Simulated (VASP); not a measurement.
Crystal: CdS.

```
CELL_PARAMETERS angstrom
0.00000 2.93921 2.93921
2.93921 0.00000 2.93921
2.93921 2.93921 0.00000
ATOMIC_POSITIONS crystal
Cd 0.00000 0.00000 0.00000
S 0.25000 0.25000 0.25000
```

Base run:

| Quantity | Value |
| --- | --- |
| Program | VASP 6.6.1 |
| Functional | r2SCAN |
| Potentials or basis | VASP PAW PBE potentials, release 64 (Cd, S) |
| Cutoff | 550 eV |
| k mesh | 6 × 6 × 6 |
| Occupations | fermi-dirac, width 0.001 eV |
| Spin | no spin polarisation |

Its results: band gap on the k mesh 1.54 eV; pressure 0.3 GPa.

Problem. The run is repeated on the same cell with these changes: occupations from fermi-dirac, width 0.001 eV to gaussian, width 0.01 eV; dispersion from none to D3(BJ). What comes out?

Solution. Band gap on the k mesh 1.54 eV; pressure -0.6 GPa.

Caveats: the PAW data sets were made with another functional, which shifts forces and pressure a little.

